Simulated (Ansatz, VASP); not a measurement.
# ZnSiP2: VASP beside Ansatz

Contents of POSCAR:

```
ZnSiP2
1.0
   -2.7393970699      2.7393970699      5.3326062938
    2.7393970699     -2.7393970699      5.3326062938
    2.7393970699      2.7393970699     -5.3326062938
Zn P Si
2 4 2
Direct
    0.7500000000      0.2500000000      0.5000000000
    0.0000000000      0.0000000000      0.0000000000
    0.1423012000      0.6250000000      0.0173012000
    0.6076988000      0.1250000000      0.9826988000
    0.8750000000      0.8576988000      0.4826988000
    0.3750000000      0.3923012000      0.5173012000
    0.2500000000      0.7500000000      0.5000000000
    0.5000000000      0.5000000000      0.0000000000
```

INCAR.step1

```
PREC = Accurate
ENCUT = 550
ISMEAR = -1
SIGMA = 0.05
LREAL = F
LASPH = T
NELM = 120
NBANDS = 36
GGA = PE
ALGO = Normal
EDIFF = 1E-5
LWAVE = T
LCHARG = F
GGA_COMPAT = F
```

Contents of INCAR.step2:

```
PREC = Accurate
ENCUT = 550
EDIFF = 1E-6
ISMEAR = -1
SIGMA = 0.05
LREAL = F
LASPH = T
NELM = 120
ALGO = Normal
ISIF = 2
LWAVE = F
LCHARG = F
METAGGA = R2SCAN
LMIXTAU = T
NBANDS = 36
ISTART = 1
GGA_COMPAT = F
```

KPOINTS

```
Automatic mesh
0
Gamma
  7 7 7
```

input.yaml

```yaml
crystal:
  lattice:
    - [-2.7393970699, 2.7393970699, 5.3326062938]
    - [2.7393970699, -2.7393970699, 5.3326062938]
    - [2.7393970699, 2.7393970699, -5.3326062938]
  atoms:
    - { symbol: Zn, position: [0.75, 0.25, 0.5] }
    - { symbol: Zn, position: [0.0, 0.0, 0.0] }
    - { symbol: P, position: [0.1423012, 0.625, 0.0173012] }
    - { symbol: P, position: [0.6076988, 0.125, 0.9826988] }
    - { symbol: P, position: [0.875, 0.8576988, 0.4826988] }
    - { symbol: P, position: [0.375, 0.3923012, 0.5173012] }
    - { symbol: Si, position: [0.25, 0.75, 0.5] }
    - { symbol: Si, position: [0.5, 0.5, 0.0] }
hamiltonian:
  xc: r2scan
  pseudopotentials: { kind: paw }
kpoints:
  mp_grid: { grid: [7, 7, 7] }
scf:
  occupations: { method: fermi_dirac, width: 0.05 }
output:
  forces: true
  stress: true
  eigenvalues: true
```

Alike in both runs: task single point; functional r2SCAN; k mesh 7 × 7 × 7; occupations fermi-dirac, width 0.05 eV; no spin polarisation.

|  | VASP | Ansatz |
| --- | --- | --- |
| version | VASP 6.6.1 | Ansatz 0.2.0 |
| potentials or method | VASP PAW PBE potentials, release 64 (Zn, P, Si) | Ansatz PAW |
| plane-wave cutoff (eV) | 550 | 500 |
| valence electrons in the cell | 52 | 52 |

```csv
,VASP,Ansatz,Ansatz less VASP
gap on the k mesh at the Fermi level (eV),1.68,1.67,-0.011
least direct gap on the mesh (eV),1.68,1.67,-0.011
pressure (GPa),-4.9,-4.7,+0.20
rms of the force components (eV/Å),0.051,0.037,-0.0143
```

VASP's potentials were made for PBE, not for r2SCAN. Atom by atom the forces differ by 0.014 eV/Å (rms over components).

Noted on Ansatz's run: odd divisions of the mesh miss points on the zone boundary, where band edges often lie, so the gap on the mesh can be too wide.
